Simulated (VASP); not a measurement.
Set up this calculation in VASP 6.6.1, as the native input.

```
Task                   : single point
Functional             : r2SCAN
Potentials or basis    : VASP PAW PBE potentials, release 64 (Y_sv)
Cutoff                 : 520 eV
k mesh                 : 8 × 8 × 3
Occupations            : fermi-dirac, width 0.05 eV
Spin                   : no spin polarisation
Dipole correction      : no
Further INCAR settings : ALGO = Normal; EDIFF = 1e-07; NBANDS = 30
```

The system is Y.

```
Y
1.0
     3.62952    0.00000    0.00000
    -1.81476    3.14326    0.00000
     0.00000    0.00000   11.64986
Y
4
Direct
  0.66667 0.33333 0.75000
  0.00000 0.00000 0.50000
  0.33333 0.66667 0.25000
  0.00000 0.00000 0.00000
```

These files were run (other wordings do the same):

POSCAR

```
Y
1.0
    3.6295204251      0.0000000000      0.0000000000
   -1.8147602125      3.1432568916      0.0000000000
    0.0000000000      0.0000000000     11.6498621948
Y
4
Direct
    0.6666666667      0.3333333333      0.7500000000
    0.0000000000      0.0000000000      0.5000000000
    0.3333333333      0.6666666667      0.2500000000
    0.0000000000      0.0000000000      0.0000000000
```

INCAR.step1

```
PREC = Accurate ; ENCUT = 520
ISMEAR = -1 ; SIGMA = 0.05
LREAL = False ; LASPH = True
NELM = 80 ; NBANDS = 30
GGA = PE ; ALGO = Normal
EDIFF = 1E-4 ; LWAVE = True
LCHARG = False
```

INCAR.step2

```
PREC = Accurate ; ENCUT = 520
EDIFF = 1E-7 ; ISMEAR = -1
SIGMA = 0.05 ; LREAL = False
LASPH = True ; NELM = 80
ALGO = Normal ; ISIF = 2
LWAVE = False ; LCHARG = False
METAGGA = R2SCAN ; LMIXTAU = True
NBANDS = 30 ; ISTART = 1
```

KPOINTS

```
Automatic mesh
0
Gamma
  8 8 3
```

Potentials or basis: VASP PAW PBE potentials, release 64 (Y_sv).

The run is started by

```bash
$ cat potpaw_PBE.64/Y_sv/POTCAR > POTCAR
$ cp INCAR.step1 INCAR
$ mpirun -np 1 vasp_std > vasp.out
$ cp INCAR.step2 INCAR
$ mpirun -np 1 vasp_std > vasp.out
```

Results of the run:

| Property | Result |
| --- | --- |
| Pressure | 0.1 GPa |
| Band gap on the k mesh | zero (bands 22 and 23 overlap by 1.24 eV) |

Caveat: the PAW data sets were made with another functional, which shifts forces and pressure a little.

It took 3.1 min on 1 thread of Intel(R) Xeon(R) 6975P-C (Granite Rapids), on a shared host, peak memory 0.3 GiB.
